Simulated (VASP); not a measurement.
# W2C5F (P4/mmm) in VASP: further runs

W2C5F is run at these levels: PBE; tasks: single point, relaxation of cell and atoms.

Everything below comes from runs of VASP 6.6.1. Logs are shortened: lines on timing, memory, paths and dates and some standing lists are left out, and cuts for length are marked.

## 1. The cell of the first run

The structure is tetragonal, space group P4/mmm (No. 123). The conventional cell has a = 3.598 Å, b = 3.598 Å, c = 7.889 Å, α = 90.00°, β = 90.00°, γ = 90.00°. W (site symmetry 4/mmm) has 12 C at 2.54 to 2.74 Å within 3.4 Å. Within 3.4 Å of W (site symmetry 4/mmm) lie 4 F at 2.54 Å and 8 C at 2.60 Å. Within 3.4 Å of C (site symmetry 2mm) lie 6 C at 2.54 to 2.74 Å and 4 W at 2.60 to 2.74 Å and 2 F at 2.60 Å. C (site symmetry 4/mmm) has 4 W at 2.54 Å and 8 C at 2.74 Å within 3.4 Å. F (site symmetry 4/mmm) has 4 W at 2.54 Å and 8 C at 2.60 Å within 3.4 Å.

The cell was generated, and may not be a known phase.

## 2. Single point, PBE, collinear spin, zero start

INCAR reads:

```
PREC = Accurate
ENCUT = 520
EDIFF = 1E-6
ISMEAR = 0
SIGMA = 0.1
LREAL = False
LASPH = True
NELM = 150
ALGO = Normal
ISIF = 2
LWAVE = False
LCHARG = False
ISPIN = 2
MAGMOM = 0 0 0 0 0 0 0 0
LORBIT = 11
LMAXMIX = 4
GGA = PE
NBANDS = 42
```

KPOINTS reads:

```
regular mesh
0
Gamma
  6 6 2
```

POSCAR reads:

```
W2C5F
1.0
    3.5979127300      0.0000000000      0.0000000000
    0.0000000000      3.5979127300      0.0000000000
    0.0000000000      0.0000000000      7.8885121400
W C F
2 5 1
Direct
    0.0000000000      0.0000000000      0.0000000000
    0.5000000000      0.5000000000      0.5000000000
    0.0000000000      0.5000000000      0.2623090100
    0.5000000000      0.0000000000      0.7376909900
    0.5000000000      0.0000000000      0.2623090100
    0.0000000000      0.5000000000      0.7376909900
    0.5000000000      0.5000000000      0.0000000000
    0.0000000000      0.0000000000      0.5000000000
```

Potentials or basis: VASP PAW PBE potentials, release 64 (W_sv, C, F).

Started as:

```
cat potpaw_PBE.64/W_sv/POTCAR potpaw_PBE.64/C/POTCAR potpaw_PBE.64/F/POTCAR > POTCAR
mpirun -np 1 vasp_std > vasp.out
```

OUTCAR:

```text
PREC = Accurate
   ENCUT = 520
   EDIFF = 1E-6
   ISMEAR = 0
   LREAL = False
   LASPH = True
   NELM = 150
   ISIF = 2
   ISPIN = 2
   LORBIT = 11
   GGA = PE

 ion  position               nearest neighbor table
   1  0.000  0.000  0.000-   7 2.54   7 2.54   7 2.54   7 2.54   3 2.74   3 2.74   6 2.74   4 2.74
                             4 2.74   5 2.74   5 2.74   6 2.74
   2  0.500  0.500  0.500-   8 2.54   8 2.54   8 2.54   8 2.54   3 2.60   4 2.60   5 2.60   4 2.60
                             3 2.60   6 2.60   5 2.60   6 2.60
   3  0.000  0.500  0.262-   2 2.60   2 2.60   1 2.74   1 2.74
   4  0.500  0.000  0.738-   2 2.60   2 2.60   1 2.74   1 2.74
   5  0.500  0.000  0.262-   2 2.60   2 2.60   1 2.74   1 2.74
   6  0.000  0.500  0.738-   2 2.60   2 2.60   1 2.74   1 2.74
   7  0.500  0.500  0.000-   1 2.54   1 2.54   1 2.54   1 2.54
   8  0.000  0.000  0.500-   2 2.54   2 2.54   2 2.54   2 2.54

  LATTYP: Found a simple tetragonal cell.
 ALAT       =     3.5979127300
 C/A-ratio  =     2.1925245919

  Lattice vectors:

 A1 = (   3.5979127300,   0.0000000000,   0.0000000000)
 A2 = (   0.0000000000,   3.5979127300,   0.0000000000)
 A3 = (   0.0000000000,   0.0000000000,   7.8885121400)

Analysis of symmetry for initial positions (statically):
=====================================================================
 Subroutine PRICEL returns:
 Original cell was already a primitive cell.

 Routine SETGRP: Setting up the symmetry group for a
 simple tetragonal supercell.

 Subroutine GETGRP returns: Found 16 space group operations
 (whereof 16 operations were pure point group operations)
 out of a pool of 16 trial point group operations.

The static configuration has the point symmetry D_4h.

Analysis of symmetry for dynamics (positions and initial velocities):
=====================================================================
 Subroutine PRICEL returns:
 Original cell was already a primitive cell.

 Routine SETGRP: Setting up the symmetry group for a
 simple tetragonal supercell.

 Subroutine GETGRP returns: Found 16 space group operations
 (whereof 16 operations were pure point group operations)
 out of a pool of 16 trial point group operations.

The dynamic configuration has the point symmetry D_4h.

Analysis of structural, dynamic, and magnetic symmetry:
=====================================================================
 Subroutine PRICEL returns:
 Original cell was already a primitive cell.

 Routine SETGRP: Setting up the symmetry group for a
 simple tetragonal supercell.

 Subroutine GETGRP returns: Found 16 space group operations
 (whereof 16 operations were pure point group operations)
 out of a pool of 16 trial point group operations.

The overall configuration has the point symmetry D_4h.

 Subroutine INISYM returns: Found 16 space group operations
 (whereof 16 operations are pure point group operations),
 and found     1 'primitive' translations

----------------------------------------------------------------------------------------

                                     Primitive cell

  volume of cell :     102.1166

  direct lattice vectors                    reciprocal lattice vectors
     3.597912730  0.000000000  0.000000000     0.277938926  0.000000000  0.000000000
     0.000000000  3.597912730  0.000000000     0.000000000  0.277938926  0.000000000
     0.000000000  0.000000000  7.888512140     0.000000000  0.000000000  0.126766617

  length of vectors
     3.597912730  3.597912730  7.888512140     0.277938926  0.277938926  0.126766617

  position of ions in fractional coordinates (direct lattice)
     0.000000000  0.000000000  0.000000000
     0.500000000  0.500000000  0.500000000
     0.000000000  0.500000000  0.262309010
     0.500000000  0.000000000  0.737690990
     0.500000000  0.000000000  0.262309010
     0.000000000  0.500000000  0.737690990
     0.500000000  0.500000000  0.000000000
     0.000000000  0.000000000  0.500000000

  ion indices of the primitive-cell ions
[... 59 lines left out ...]
   number of dos      NEDOS =    301   number of ions     NIONS =      8
   total plane-waves  NPLWV =  47040
   dimension x,y,z NGX =    28 NGY =   28 NGZ =   60
   dimension x,y,z NGXF=    56 NGYF=   56 NGZF=  120
   ions per type =               2   5   1
   NGX,Y,Z   is equivalent  to a cutoff of  12.94, 12.94, 12.64 a.u.
   NGXF,Y,Z  is equivalent  to a cutoff of  25.88, 25.88, 25.29 a.u.
 SYSTEM =  unknown system
   PREC   = accura    normal or accurate (medium, high low for compatibility)
   ISTART =      0    job   : 0-new  1-cont  2-samecut
   ICHARG =      2    charge: 1-file 2-atom 10-const
   ISPIN  =      2    spin polarized calculation?
   LNONCOLLINEAR =      F non collinear calculations
   LSORBIT =      F    spin-orbit coupling
   LASPH  =      T    aspherical Exc in radial PAW
   ENCUT  =  520.0 eV  38.22 Ry    6.18 a.u.   6.69  6.69 14.67*2*pi/ulx,y,z
   NELM   =    150;   NELMIN=  2; NELMDL= -5     # of ELM steps
   EDIFF  = 0.1E-05   stopping-criterion for ELM
   LREAL  =      F    real-space projection
   EDIFFG = 0.1E-04   stopping-criterion for IOM
   NSW    =      0    number of steps for IOM
   IBRION =     -1    ionic relax: 0-MD 1-quasi-New 2-CG
   NFREE  =      0    steps in history (QN), initial steepest desc. (CG)
   ISIF   =      2    stress and relaxation
   ISYM   =      2    0-nonsym 1-usesym 2-fastsym
   POTIM  = 0.5000    time-step for ionic-motion
   TEBEG  =    0.0;   TEEND  =   0.0 temperature during run
   PSTRESS=    0.0 pullay stress
   NELECT =      55.0000    total number of electrons
   NUPDOWN=      -1.0000    fix difference up-down
   EMIN   =  10.00;   EMAX   =-10.00  energy-range for DOS
   EFERMI =   0.00;   METHOD = LEGACY
   ISMEAR =     0;   SIGMA  =   0.10  broadening in eV -4-tet -1-fermi 0-gaus
   EFERMI_NEDOS =   21; number of points for ismear=-14 and -15
   IALGO  =     38    algorithm
   IMIX   =      4    mixing-type and parameters
     AMIX     =   0.40;   BMIX     =  1.00
     AMIX_MAG =   1.60;   BMIX_MAG =  1.00
  volume/ion in A,a.u.               =      12.76        86.14
  Fermi-wavevector in a.u.,A,eV,Ry     =   1.331978  2.517073 24.138974  1.774165
  Thomas-Fermi vector in A             =   2.460948
   LORBIT       =     11    0 simple, 1 ext, 2 COOP (PROOUT), +10 PAW based schemes
   GGA     = PE    functional components
   LHFCALC =     F    Hartree Fock is set to
   AEXX    =    0.0000 exact exchange contribution
   IVDW    =     0    specifies the selected vdW correction
   LEPSILON=     F    determine dielectric tensor
   LRPA    =     F    only Hartree local field effects (RPA)
 spin polarized calculation
 Gauss-broadening in eV      SIGMA  =   0.10
  energy-cutoff  :      520.00
  volume of cell :      102.12
 maximum number of plane-waves:      2788
 NGX is ok and might be reduce to    28
   NGX = 13   NGY = 13   NGZ = 29

 number of electron      55.0000004 magnetization      -0.0000028

 number of electron      55.0000004 magnetization       0.0000028

 Free energy of the ion-electron system (eV)
  ---------------------------------------------------
  ext. energy  EPLUGINS =         0.00000000
  ---------------------------------------------------
  free energy    TOTEN  =       -52.93158320 eV

  energy without entropy =      -52.90445829  energy(sigma->0) =      -52.91802075

 E-fermi :   5.2281     XC(G=0): -11.4207

 val. band max:        5.2229162234   @ k =   0.5000   0.0000   0.5000
 cond. band min:       5.2473283179   @ k =   0.5000   0.5000   0.5000
 fundamental gap:      0.0244120946
 Fermi energy:         5.2281059075

 spin component 1

 k-point     1 :       0.0000    0.0000    0.0000
  band No.  band energies     occupation
      1     -70.3101      1.00000
      2     -70.2525      1.00000
      3     -34.3845      1.00000
      4     -34.3845      1.00000
      5     -34.2749      1.00000
      6     -34.2749      1.00000
[... 829 lines left out ...]
     38       9.2436      0.00000
     39       9.2436      0.00000
 Fermi energy:         5.2281059075

 spin component 2

 k-point     1 :       0.0000    0.0000    0.0000
  band No.  band energies     occupation
      1     -70.3101      1.00000
      2     -70.2525      1.00000
      3     -34.3845      1.00000
      4     -34.3845      1.00000
      5     -34.2749      1.00000
      6     -34.2749      1.00000
[... 829 lines left out ...]
     38       9.2436      0.00000
     39       9.2436      0.00000
 [bands above 39 left out]

------------------------ aborting loop because EDIFF is reached ----------------------------------------

  FORCE on cell =-STRESS in cart. coord.  units (eV):
  Direction    XX          YY          ZZ          XY          YZ          ZX
  --------------------------------------------------------------------------------------
  -------------------------------------------------------------------------------------
  Total      -29.7163377    -29.7163377    -26.4043838      0.0000000      0.0000000      0.0000000
  in kB     -466.2399885   -466.2399885   -414.2764736      0.0000000      0.0000000      0.0000000
  external PRESSURE =    -448.9188169 kB  Pullay stress =       0.0000000 kB

 VOLUME and BASIS-vectors are now :
 -----------------------------------------------------------------------------
  energy-cutoff  :      520.00
  volume of cell :      102.12
      direct lattice vectors                 reciprocal lattice vectors
     3.597912730  0.000000000  0.000000000     0.277938926  0.000000000  0.000000000
     0.000000000  3.597912730  0.000000000     0.000000000  0.277938926  0.000000000
     0.000000000  0.000000000  7.888512140     0.000000000  0.000000000  0.126766617

 POSITION                                       TOTAL-FORCE (eV/Angst)
 -----------------------------------------------------------------------------------
      0.00000      0.00000      0.00000         0.000000     -0.000000      0.000000
      1.79896      1.79896      3.94426         0.000000     -0.000000      0.000000
      0.00000      1.79896      2.06923         0.000000      0.000000      0.092550
      1.79896      0.00000      5.81928         0.000000     -0.000000     -0.092550
      1.79896      0.00000      2.06923        -0.000000     -0.000000      0.092550
      0.00000      1.79896      5.81928         0.000000      0.000000     -0.092550
      1.79896      1.79896      0.00000         0.000000     -0.000000      0.000000
      0.00000      0.00000      3.94426         0.000000     -0.000000      0.000000
 -----------------------------------------------------------------------------------
    total drift:                                0.000000      0.000000      0.000000

  FREE ENERGIE OF THE ION-ELECTRON SYSTEM (eV)
  ---------------------------------------------------
  free  energy   TOTEN  =       -52.9315832009 eV

  energy  without entropy=      -52.9044582925  energy(sigma->0) =      -52.91802075

 total charge

# of ion       s       p       d       tot
------------------------------------------
    1        2.260   6.137   2.944  11.341
    2        2.250   6.132   2.956  11.338
    3        0.995   1.035   0.000   2.030
    4        0.995   1.035   0.000   2.030
    5        0.995   1.035   0.000   2.030
    6        0.995   1.035   0.000   2.030
    7        0.956   1.108   0.000   2.064
    8        1.765   4.252   0.000   6.017
--------------------------------------------------
tot         11.211  21.770   5.900  38.881

 magnetization (x)

# of ion       s       p       d       tot
------------------------------------------
    1        0.000  -0.000   0.000   0.000
    2        0.000  -0.000  -0.000  -0.000
    3       -0.000   0.000   0.000   0.000
    4       -0.000   0.000   0.000   0.000
    5       -0.000   0.000   0.000   0.000
    6       -0.000   0.000   0.000   0.000
    7        0.000  -0.000   0.000  -0.000
    8       -0.000  -0.000   0.000  -0.000
--------------------------------------------------
tot          0.000   0.000  -0.000  -0.000
```

Run time: 2.1 min. Hardware: 1 thread of Intel Xeon Platinum 8375C at 2.90GHz (Ice Lake), shared host; peak memory 0.31 GiB.

What came out:

- Free energy: -52.9316 eV
- Pressure: -44.9 GPa
- Largest force: 0.093 eV/Å
- Net moment: 0.00 μB per cell
- Valence electrons inside the program's atomic spheres: W 11.34; C 2.03, 2.06 (each value once); F 6.02

Forces in eV/Å, atoms in the order of the input:
```
W    0.000  0.000  0.000
W    0.000  0.000  0.000
C    0.000  0.000  0.093
C    0.000  0.000 -0.093
C    0.000  0.000  0.093
C    0.000  0.000 -0.093
C    0.000  0.000  0.000
F    0.000  0.000  0.000
```

Caveat: the k points lie up to 0.40 Å⁻¹ apart; no moment was typed at the start, so none could form; spin-orbit coupling is left out, which moves the levels of the heavy elements.

## 3. Single point, PBE

This run uses another cell than the first one, of 8.70 Å³/atom.

INCAR reads:

```
PREC     = Accurate       # precision mode
ENCUT    = 520            # plane-wave cutoff, eV
EDIFF    = 1E-7           # SCF threshold, eV
ISMEAR   = 0              # smearing method
SIGMA    = 0.1            # smearing width, eV
LREAL    = F              # projectors in reciprocal space
LASPH    = T              # aspherical terms in the spheres
NELM     = 60             # most SCF steps
ALGO     = Normal         # electronic algorithm
ISIF     = 2              # what is computed and relaxed
LWAVE    = F              # write WAVECAR
LCHARG   = F              # write CHGCAR
GGA      = PE             # functional
NBANDS   = 38             # bands
```

KPOINTS reads:

```
Automatic mesh
0
Gamma
  12 12 6
```

POSCAR reads:

```
W2C5F
1.0
    3.1223186919      0.0000000000      0.0000000000
    0.0000000000      3.1223186919      0.0000000000
    0.0000000000      0.0000000000      7.1369668760
W C F
2 5 1
Direct
    0.0000000000      0.0000000000      0.0000000000
    0.5000000000      0.5000000000      0.5000000000
    0.0000000000      0.5000000000      0.2530709377
    0.5000000000      0.0000000000      0.7469290623
    0.5000000000      0.0000000000      0.2530709377
    0.0000000000      0.5000000000      0.7469290623
    0.5000000000      0.5000000000      0.0000000000
    0.0000000000      0.0000000000      0.5000000000
```

Potentials or basis: VASP PAW PBE potentials, release 64 (W_sv, C, F).

Started as:

```
cat potpaw_PBE.64/W_sv/POTCAR potpaw_PBE.64/C/POTCAR potpaw_PBE.64/F/POTCAR > POTCAR
mpirun -np 1 vasp_std > vasp.out
```

Wall time 3.3 min (1 thread of Intel Xeon Platinum 8375C at 2.90GHz (Ice Lake), shared host); peak memory 0.35 GiB.

The run converged. Its results:

```yaml
Free_energy: -59.3586 eV
Pressure: 0.9 GPa
Band_gap_on_the_k_mesh: zero (an odd number of electrons rules out a gap without spin polarisation)
```

Stress tensor (GPa, compression positive):
```
1.02 0.00 0.00
0.00 1.02 0.00
0.00 0.00 0.59
```

Levels at points of the mesh, in eV from the Fermi level:
| k point | band 25 | band 26 | band 27 | band 28 | band 29 | band 30 | band 31 | band 32 |
| --- | --- | --- | --- | --- | --- | --- | --- | --- |
| (0.00, 0.00, 0.00) | -1.22 | -0.83 | -0.83 | -0.29 | -0.29 | 0.00 | 0.13 | 0.14 |
| (0.50, 0.00, 0.00) | -1.82 | -1.67 | -0.13 | -0.03 | 0.26 | 0.59 | 1.33 | 3.13 |
| (0.50, 0.50, 0.00) | -3.59 | 0.12 | 0.81 | 1.43 | 1.82 | 1.82 | 1.91 | 2.30 |
| (0.00, 0.00, 0.50) | -2.27 | -1.18 | -1.18 | -1.13 | 0.03 | 0.09 | 1.51 | 1.57 |
| (0.50, 0.00, 0.50) | -1.79 | -0.91 | -0.57 | -0.47 | 0.68 | 0.72 | 0.98 | 1.05 |
| (0.50, 0.50, 0.50) | -2.81 | -0.80 | 0.13 | 0.13 | 0.51 | 1.43 | 1.91 | 2.32 |

Caveat: spin-orbit coupling is left out, which moves the levels of the heavy elements; an odd number of electrons without spin polarisation forces a metal; a magnetic or distorted state may lie lower.

## 4. Relaxation of cell and atoms, PBE

INCAR reads:

```
SYSTEM = W2C5F
PREC     = Accurate       ! precision mode
ENCUT    = 600            ! plane-wave cutoff, eV
EDIFF    = 1E-6           ! SCF threshold, eV
ISMEAR   = 0              ! smearing method
SIGMA    = 0.1            ! smearing width, eV
LREAL    = .FALSE.        ! projectors in reciprocal space
LASPH    = .TRUE.         ! aspherical terms in the spheres
NELM     = 60             ! most SCF steps
ALGO     = Normal         ! electronic algorithm
ISIF     = 3              ! what is computed and relaxed
LWAVE    = .FALSE.        ! write WAVECAR
LCHARG   = .FALSE.        ! write CHGCAR
GGA      = PE             ! functional
IBRION   = 2              ! ionic algorithm
NSW      = 90             ! ionic steps
EDIFFG   = -0.04          ! ionic threshold
```

KPOINTS reads:

```
regular mesh
0
G
  6 6 2
  0 0 0
```

POSCAR reads:

```
W2C5F
1.0
    3.5979127300      0.0000000000      0.0000000000
    0.0000000000      3.5979127300      0.0000000000
    0.0000000000      0.0000000000      7.8885121400
W C F
2 5 1
Direct
    0.0000000000      0.0000000000      0.0000000000
    0.5000000000      0.5000000000      0.5000000000
    0.0000000000      0.5000000000      0.2623090100
    0.5000000000      0.0000000000      0.7376909900
    0.5000000000      0.0000000000      0.2623090100
    0.0000000000      0.5000000000      0.7376909900
    0.5000000000      0.5000000000      0.0000000000
    0.0000000000      0.0000000000      0.5000000000
```

Started as:

```
cat potpaw_PBE.64/W_sv/POTCAR potpaw_PBE.64/C/POTCAR potpaw_PBE.64/F/POTCAR > POTCAR
mpirun -np 1 vasp_std > vasp.out
```

It took 9.1 min on 1 thread of Intel Xeon Platinum 8375C at 2.90GHz (Ice Lake), shared host; peak memory 0.28 GiB.

Results (log left out):

| Quantity | Value |
| --- | --- |
| Free energy | -59.3876 eV |
| Relaxed volume | 8.73 Å³/atom |
| Relaxed cell | a = 3.163 Å, b = 3.163 Å, c = 6.981 Å, α = 90.00°, β = 90.00°, γ = 90.00° |
| Space group after relaxing (to 0.1 Å) | P4/mmm (No. 123) |
| Energy gained by relaxing | 806.9 meV/atom |
| Ionic steps | 11 |
| Pressure after relaxing | 0.0 GPa |
| Band gap on the k mesh | zero (an odd number of electrons rules out a gap without spin polarisation) |

Stress tensor (GPa, compression positive):
```
-0.14  0.00  0.00
 0.00 -0.14  0.00
 0.00  0.00  0.14
```

Step by step:
```tsv
step	energy change (eV)	largest force (eV/Å)	pressure (GPa)	volume (Å³)
1	0.0000	0.0929	-44.94	102.12
2	-3.5451	2.1317	83.66	57.81
3	-6.2872	0.9190	-2.45	71.00
4	-6.2922	0.9520	-0.35	70.45
5	-6.2898	0.9863	1.86	69.90
6	-6.4159	0.4325	2.28	69.43
7	-6.4339	0.1253	2.82	69.19
8	-6.4399	0.0224	-3.52	70.75
9	-6.4456	0.0655	-0.97	70.10
10	-6.4527	0.0344	-0.51	69.98
11	-6.4549	0.0016	-0.05	69.84
```

Final structure:
```
W C F
1.0
     3.16291    0.00000    0.00000
     0.00000    3.16291    0.00000
     0.00000    0.00000    6.98134
W C F
2 5 1
Direct
  0.00000 0.00000 0.00000
  0.50000 0.50000 0.50000
  0.00000 0.50000 0.25100
  0.50000 0.00000 0.74899
  0.50000 0.00000 0.25100
  0.00000 0.50000 0.74899
  0.50000 0.50000 0.00000
  0.00000 0.00000 0.50000
```

Levels at points of the mesh, in eV from the Fermi level:
| k point | band 25 | band 26 | band 27 | band 28 | band 29 | band 30 |
| --- | --- | --- | --- | --- | --- | --- |
| (0.00, 0.00, 0.00) | -1.21 | -0.95 | -0.95 | -0.21 | -0.21 | -0.06 |
| (0.50, 0.00, 0.00) | -1.98 | -1.71 | -0.39 | -0.28 | 0.27 | 0.30 |
| (0.50, 0.50, 0.00) | -3.52 | 0.06 | 1.11 | 1.22 | 1.57 | 2.05 |
| (0.00, 0.00, 0.50) | -2.03 | -1.23 | -1.23 | -1.08 | 0.00 | 0.02 |
| (0.50, 0.00, 0.50) | -2.01 | -0.98 | -0.75 | -0.65 | 0.36 | 0.65 |
| (0.50, 0.50, 0.50) | -2.66 | -0.60 | 0.43 | 0.43 | 0.47 | 1.22 |

Caveat: the k points lie up to 0.45 Å⁻¹ apart in the final cell, too coarse for converged energies and pressures of a metal; the volume moved by over 15 % at a fixed basis, so the end points are rough; spin-orbit coupling is left out, which moves the levels of the heavy elements; an odd number of electrons without spin polarisation forces a metal; a magnetic or distorted state may lie lower.

(Part 1 of 2 ends here.)

The gap in the log of VASP goes by the Fermi energy; the results here count the filled bands.